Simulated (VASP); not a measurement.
Runs of VASP 6.6.1 on CdS. The structure is that of space group F-43m (No. 216), or close to it. The cells are those of the table. 

| cell | k mesh | smearing | gap on the mesh (eV) | pressure (GPa) |
| --- | --- | --- | --- | --- |
| a = 4.268 Å, angles 58.3°, 2 atoms | 4 × 4 × 4 | gaussian 0.01 eV | 0.93 | -0.4 |
| a = 4.166, b = 4.166, c = 4.115 Å, angles 60.4, 60.4, 59.2°, 2 atoms | 8 × 8 × 8 | fermi-dirac 0.02 eV | 1.09 | 2.0 |
| a = 4.157 Å, angles 60.0°, 2 atoms | 8 × 8 × 8 | fermi-dirac 0.02 eV | (d) | 1.7 |
| a = 4.268 Å, angles 58.3°, 2 atoms | 8 × 8 × 8 | fermi-dirac 0.02 eV | 0.94 | -0.5 |
| a = 4.157 Å, angles 60.0°, 2 atoms | 4 × 4 × 4 | gaussian 0.01 eV | 1.09 | (a) |
| a = 4.157, b = 4.262, c = 4.262 Å, angles 58.4, 60.8, 60.8°, 2 atoms | 8 × 8 × 8 | fermi-dirac 0.02 eV | 0.93 | (c) |
| a = 4.157, b = 4.262, c = 4.262 Å, angles 58.4, 60.8, 60.8°, 2 atoms | 4 × 4 × 4 | gaussian 0.01 eV | (b) | -0.9 |
| a = 4.168 Å, angles 59.2°, 2 atoms | 4 × 4 × 4 | gaussian 0.01 eV | 1.08 | 2.5 |

Alike in all rows: task single point; level PBE; potentials or basis VASP PAW PBE potentials, release 64 (Cd, S); no spin polarisation; cutoff (eV) 520.

Problem. Fill in the values left out.

Solution. (a) 1.9; (b) 0.92; (c) -1.0; (d) 1.10.

Caveats: some runs use coarse meshes.

A k mesh can miss the band edges, and the runs leave out spin-orbit coupling on Cd.
